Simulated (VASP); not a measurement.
Here is a VASP 6.6.1 calculation.

POSCAR

```
SiC
1.0
    0.0000000000      2.1202436412      2.1202436412
    2.1202436412      0.0000000000      2.1202436412
    2.1202436412      2.1202436412      0.0000000000
Si C
1 1
Direct
    0.0000000000      0.0000000000      0.0000000000
    0.2500000000      0.2500000000      0.2500000000
```

The input INCAR.step1:

```
SYSTEM = SiC
PREC = Accurate ; ENCUT = 520
EDIFF = 1E-5 ; ISMEAR = 0
SIGMA = 0.01 ; LREAL = .FALSE.
LASPH = .TRUE. ; NELM = 60
ALGO = Normal ; ISIF = 2
LWAVE = .TRUE. ; NBANDS = 11
GGA = PE
```

INCAR.step2

```
SYSTEM = SiC
PREC = Accurate ; ENCUT = 520
EDIFF = 1E-6 ; ISMEAR = 0
SIGMA = 0.01 ; LREAL = .FALSE.
LASPH = .TRUE. ; NELM = 60
ALGO = Normal ; ISIF = 2
LWAVE = .FALSE. ; LCHARG = .TRUE.
GGA = PE ; LHFCALC = .TRUE.
AEXX = 0.25 ; PRECFOCK = Normal
LELF = .TRUE. ; LVHAR = .TRUE.
NBANDS = 11 ; ISTART = 1
```

The input KPOINTS:

```
regular mesh
0
G
  6 6 6
  0 0 0
```

Potentials or basis: VASP PAW PBE potentials, release 64 (Si, C).

Run with:

```bash
$ cat potpaw_PBE.64/Si/POTCAR potpaw_PBE.64/C/POTCAR > POTCAR
$ cp INCAR.step1 INCAR
$ mpirun -np 1 vasp_std > vasp.out
$ cp INCAR.step2 INCAR
$ mpirun -np 1 vasp_std > vasp.out
```

(1) Estimate the band gap on the k mesh.

(2) What does it give for the pressure?

## Answers

(1) 2.93 eV, indirect (least direct gap 6.61 eV).

(2) 19.7 GPa.

Caveat: the k points lie up to 0.43 Å⁻¹ apart; the PAW data sets were made with another functional, which shifts forces and pressure a little.
